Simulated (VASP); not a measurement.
# GaN (P6_3mc) in VASP: a series of runs

GaN is run at these levels: PBE; tasks: single point.

Program: VASP 6.6.1. These are calculated values, not measurements. Logs are shortened: lines on timing, memory, paths and dates and some standing lists are left out, and cuts for length are marked.

### Step 1. The cell of the first run

It takes space group P6_3mc (No. 186, hexagonal). The conventional cell has a = 3.315 Å, b = 3.315 Å, c = 5.322 Å, α = 90.00°, β = 90.00°, γ = 120.00°. Ga (site symmetry 3m) has 4 N at 2.00 to 2.02 Å within 2.7 Å. N (site symmetry 3m) has 4 Ga at 2.00 to 2.02 Å within 2.7 Å.

### Step 2. Single point, PBE (strain +0.030 along x and y, +0.015 along z)

Contents of INCAR:

```
PREC = Accurate
ENCUT = 520
EDIFF = 1E-7
ISMEAR = 0
SIGMA = 0.05
LREAL = False
LASPH = True
NELM = 100
ALGO = Normal
ISIF = 2
LWAVE = False
LCHARG = False
GGA = PE
NBANDS = 26
```

Contents of KPOINTS:

```
Automatic mesh
0
Gamma
  12 12 6
```

Contents of POSCAR:

```
GaN
1.0
    3.3149817792      0.0000000000      0.0000000000
   -1.6574908896      2.8708584339      0.0000000000
    0.0000000000      0.0000000000      5.3216758876
Ga N
2 2
Direct
    0.3333333333      0.6666666667      0.9991316867
    0.6666666667      0.3333333333      0.4991316867
    0.3333333333      0.6666666667      0.3758683133
    0.6666666667      0.3333333333      0.8758683133
```

Potentials or basis: VASP PAW PBE potentials, release 64 (Ga_d, N).

Launch:

```bash
cat potpaw_PBE.64/Ga_d/POTCAR potpaw_PBE.64/N/POTCAR > POTCAR
mpirun -np 1 vasp_std > vasp.out
```

OUTCAR:

```text
PREC = Accurate
   ENCUT = 520
   EDIFF = 1E-7
   ISMEAR = 0
   LREAL = False
   LASPH = True
   NELM = 100
   ISIF = 2
   GGA = PE

 ion  position               nearest neighbor table
   1  0.333  0.667  0.999-   3 2.00   4 2.02   4 2.02   4 2.02
   2  0.667  0.333  0.499-   4 2.00   3 2.02   3 2.02   3 2.02
   3  0.333  0.667  0.376-   1 2.00   2 2.02   2 2.02   2 2.02
   4  0.667  0.333  0.876-   2 2.00   1 2.02   1 2.02   1 2.02

  LATTYP: Found a hexagonal cell.
 ALAT       =     3.3149817792
 C/A-ratio  =     1.6053409165

  Lattice vectors:

 A1 = (   3.3149817792,   0.0000000000,   0.0000000000)
 A2 = (  -1.6574908896,   2.8708584339,   0.0000000000)
 A3 = (   0.0000000000,   0.0000000000,   5.3216758876)

Analysis of symmetry for initial positions (statically):
=====================================================================
 Subroutine PRICEL returns:
 Original cell was already a primitive cell.

 Routine SETGRP: Setting up the symmetry group for a
 hexagonal supercell.

 Subroutine GETGRP returns: Found 12 space group operations
 (whereof  6 operations were pure point group operations)
 out of a pool of 24 trial point group operations.

The static configuration has the point symmetry C_3v.
 The point group associated with its full space group is C_6v.

Analysis of symmetry for dynamics (positions and initial velocities):
=====================================================================
 Subroutine PRICEL returns:
 Original cell was already a primitive cell.

 Routine SETGRP: Setting up the symmetry group for a
 hexagonal supercell.

 Subroutine GETGRP returns: Found 12 space group operations
 (whereof  6 operations were pure point group operations)
 out of a pool of 24 trial point group operations.

The dynamic configuration has the point symmetry C_3v.
 The point group associated with its full space group is C_6v.

 Subroutine INISYM returns: Found 12 space group operations
 (whereof  6 operations are pure point group operations),
 and found     1 'primitive' translations

----------------------------------------------------------------------------------------

                                     Primitive cell

  volume of cell :      50.6456
[... 83 lines left out ...]
 SYSTEM =  unknown system
   PREC   = accura    normal or accurate (medium, high low for compatibility)
   ISTART =      0    job   : 0-new  1-cont  2-samecut
   ICHARG =      2    charge: 1-file 2-atom 10-const
   ISPIN  =      1    spin polarized calculation?
   LNONCOLLINEAR =      F non collinear calculations
   LSORBIT =      F    spin-orbit coupling
   LASPH  =      T    aspherical Exc in radial PAW
   ENCUT  =  520.0 eV  38.22 Ry    6.18 a.u.   6.16  6.16  9.89*2*pi/ulx,y,z
   NELM   =    100;   NELMIN=  2; NELMDL= -5     # of ELM steps
   EDIFF  = 0.1E-06   stopping-criterion for ELM
   LREAL  =      F    real-space projection
   EDIFFG = 0.1E-05   stopping-criterion for IOM
   NSW    =      0    number of steps for IOM
   IBRION =     -1    ionic relax: 0-MD 1-quasi-New 2-CG
   NFREE  =      0    steps in history (QN), initial steepest desc. (CG)
   ISIF   =      2    stress and relaxation
   ISYM   =      2    0-nonsym 1-usesym 2-fastsym
   POTIM  = 0.5000    time-step for ionic-motion
   TEBEG  =    0.0;   TEEND  =   0.0 temperature during run
   PSTRESS=    0.0 pullay stress
   NELECT =      36.0000    total number of electrons
   NUPDOWN=      -1.0000    fix difference up-down
   EMIN   =  10.00;   EMAX   =-10.00  energy-range for DOS
   EFERMI =   0.00;   METHOD = LEGACY
   ISMEAR =     0;   SIGMA  =   0.05  broadening in eV -4-tet -1-fermi 0-gaus
   EFERMI_NEDOS =   21; number of points for ismear=-14 and -15
   IALGO  =     38    algorithm
   IMIX   =      4    mixing-type and parameters
     AMIX     =   0.40;   BMIX     =  1.00
     AMIX_MAG =   1.60;   BMIX_MAG =  1.00
  volume/ion in A,a.u.               =      12.66        85.44
  Fermi-wavevector in a.u.,A,eV,Ry     =   1.461039  2.760964 29.043482  2.134636
  Thomas-Fermi vector in A             =   2.577418
   LORBIT       =      0    0 simple, 1 ext, 2 COOP (PROOUT), +10 PAW based schemes
   GGA     = PE    functional components
   LHFCALC =     F    Hartree Fock is set to
   AEXX    =    0.0000 exact exchange contribution
   IVDW    =     0    specifies the selected vdW correction
   LEPSILON=     F    determine dielectric tensor
   LRPA    =     F    only Hartree local field effects (RPA)
 non-spin polarized calculation
 Gauss-broadening in eV      SIGMA  =   0.05
  energy-cutoff  :      520.00
  volume of cell :       50.65
 maximum number of plane-waves:      1387
 NGX is ok and might be reduce to    28
   NGX = 13   NGY = 13   NGZ = 19

 number of electron      35.9999993 magnetization

 Free energy of the ion-electron system (eV)
  ---------------------------------------------------
  ext. energy  EPLUGINS =         0.00000000
  ---------------------------------------------------
  free energy    TOTEN  =       -24.19594098 eV

  energy without entropy =      -24.19594098  energy(sigma->0) =      -24.19594098

 E-fermi :   4.4964     XC(G=0): -11.1278

 val. band max:        4.2552443442   @ k =   0.0000   0.0000   0.0000
 cond. band min:       5.4974537166   @ k =   0.0000   0.0000   0.0000
 fundamental gap:      1.2422093724
 Fermi energy:         4.4963758515

 k-point     1 :       0.0000    0.0000    0.0000
  band No.  band energies     occupation
      1     -10.8924      2.00000
      2     -10.3178      2.00000
      3      -9.1409      2.00000
      4      -9.1271      2.00000
      5      -9.1271      2.00000
      6      -9.0815      2.00000
[... 685 lines left out ...]
     25      14.9757      0.00000
     26      16.4063      0.00000

 [... further k-points ...]
[... 5 lines left out ...]
  --------------------------------------------------------------------------------------
  -------------------------------------------------------------------------------------
  Total       -3.7852349     -3.7852349     -2.4694591      0.0000000     -0.0000000      0.0000000
  in kB     -119.7462918   -119.7462918    -78.1215904      0.0000000     -0.0000000      0.0000000
  external PRESSURE =    -105.8713913 kB  Pullay stress =       0.0000000 kB

 VOLUME and BASIS-vectors are now :
 -----------------------------------------------------------------------------
  energy-cutoff  :      520.00
  volume of cell :       50.65
      direct lattice vectors                 reciprocal lattice vectors
     3.314981779  0.000000000  0.000000000     0.301660783  0.174163934  0.000000000
    -1.657490890  2.870858434  0.000000000     0.000000000  0.348327869  0.000000000
     0.000000000  0.000000000  5.321675888     0.000000000  0.000000000  0.187910730

 POSITION                                       TOTAL-FORCE (eV/Angst)
 -----------------------------------------------------------------------------------
     -0.00000      1.91391      5.31706         0.000000     -0.000000     -0.086772
      1.65749      0.95695      2.65622        -0.000000      0.000000     -0.086772
     -0.00000      1.91391      2.00025         0.000000     -0.000000      0.086772
      1.65749      0.95695      4.66109        -0.000000      0.000000      0.086772
 -----------------------------------------------------------------------------------
    total drift:                               -0.000000     -0.000000      0.000211

  FREE ENERGIE OF THE ION-ELECTRON SYSTEM (eV)
  ---------------------------------------------------
  free  energy   TOTEN  =       -24.1959409813 eV

  energy  without entropy=      -24.1959409813  energy(sigma->0) =      -24.19594098
```

OSZICAR:

```text
N       E                     dE             d eps       ncg     rms          rms(c)
DAV:   1     0.280145065026E+03    0.28015E+03   -0.17732E+04  4260   0.250E+03
DAV:   2     0.943077184850E+01   -0.27071E+03   -0.25669E+03  4360   0.489E+02
DAV:   3    -0.266035763081E+02   -0.36034E+02   -0.35472E+02  4748   0.142E+02
DAV:   4    -0.278898561735E+02   -0.12863E+01   -0.12805E+01  4746   0.291E+01
DAV:   5    -0.279174513398E+02   -0.27595E-01   -0.27558E-01  4896   0.398E+00    0.105E+01
DAV:   6    -0.241469085946E+02    0.37705E+01   -0.10232E+01  6520   0.455E+01    0.315E+00
DAV:   7    -0.242148271452E+02   -0.67919E-01   -0.12068E+00  4150   0.916E+00    0.261E+00
DAV:   8    -0.242102838322E+02    0.45433E-02   -0.18529E-01  6308   0.429E+00    0.963E-01
DAV:   9    -0.241955315381E+02    0.14752E-01   -0.39518E-02  5944   0.311E+00    0.450E-01
DAV:  10    -0.241959387750E+02   -0.40724E-03   -0.82998E-03  4144   0.516E-01    0.115E-01
DAV:  11    -0.241959523572E+02   -0.13582E-04   -0.20345E-04  6274   0.254E-01    0.730E-02
DAV:  12    -0.241959490115E+02    0.33457E-05   -0.47225E-05  4228   0.502E-02    0.651E-02
DAV:  13    -0.241959441278E+02    0.48837E-05   -0.46740E-06  5254   0.225E-02    0.282E-02
DAV:  14    -0.241959407860E+02    0.33419E-05   -0.48984E-05  5940   0.777E-02    0.347E-02
DAV:  15    -0.241959407003E+02    0.85627E-07   -0.61008E-06  4168   0.180E-02    0.195E-02
DAV:  16    -0.241959408838E+02   -0.18346E-06   -0.13248E-06  4886   0.735E-03    0.196E-03
DAV:  17    -0.241959409946E+02   -0.11086E-06   -0.86571E-08  2170   0.242E-03    0.121E-03
DAV:  18    -0.241959409813E+02    0.13364E-07   -0.11068E-08  2150   0.934E-04
   1 F= -.24195941E+02 E0= -.24195941E+02  d E =-.453140E-14
```

Wall time 64 s (1 thread of Intel Xeon 6975P-C (Granite Rapids), shared host); peak memory 0.22 GiB.

What came out:

* Free energy: -24.1959 eV
* Pressure: -10.6 GPa
* Largest force: 0.087 eV/Å
* Band gap on the k mesh: 1.24 eV

Forces in eV/Å, atoms in the order of the input:
```
Ga   0.000  0.000 -0.087
Ga   0.000  0.000 -0.087
N    0.000  0.000  0.087
N    0.000  0.000  0.087
```

Caveat: the cell differs from its parent crystal (strain +0.030 along x and y, +0.015 along z); the cell stands under tension.

(Continued in part 2 of 2.)
